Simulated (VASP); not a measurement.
Se, 1 atom in the cell. It takes space group Fm-3m (No. 225, cubic). Conventional cell: a = 4.550 Å, b = 4.550 Å, c = 4.550 Å, α = 90.00°, β = 90.00°, γ = 90.00°. Se (site symmetry m-3m) has 12 Se at 3.22 Å within 4.2 Å. This isn't the form of Se at room conditions, which is trigonal, of chains.

| Property | Result |
| --- | --- |
| Program | VASP 6.6.1 |
| Task | single point |
| Functional | RPBE |
| Potentials or basis | VASP PAW PBE potentials, release 64 (Se) |
| Cutoff | 520 eV |
| k mesh | 14 × 14 × 14 |
| Occupations | fermi-dirac, width 0.1 eV |
| Spin | no spin polarisation |
| Dipole correction | no |
| Further INCAR settings | ALGO = Normal; EDIFF = 1e-07; NBANDS = 9 |

Potentials or basis: VASP PAW PBE potentials, release 64 (Se).

Run with:

```console
$ cat potpaw_PBE.64/Se/POTCAR > POTCAR
$ mpirun -np 1 vasp_std > vasp.out
```

Hardware: 1 thread of Intel Xeon 8259CL (shared host).

Question: Estimate the wall time of this run.

Answer: It took 15 s on 1 thread of Intel Xeon 8259CL (shared host), peak memory 0.15 GiB. Counts: scf iterations 12, k points 104.
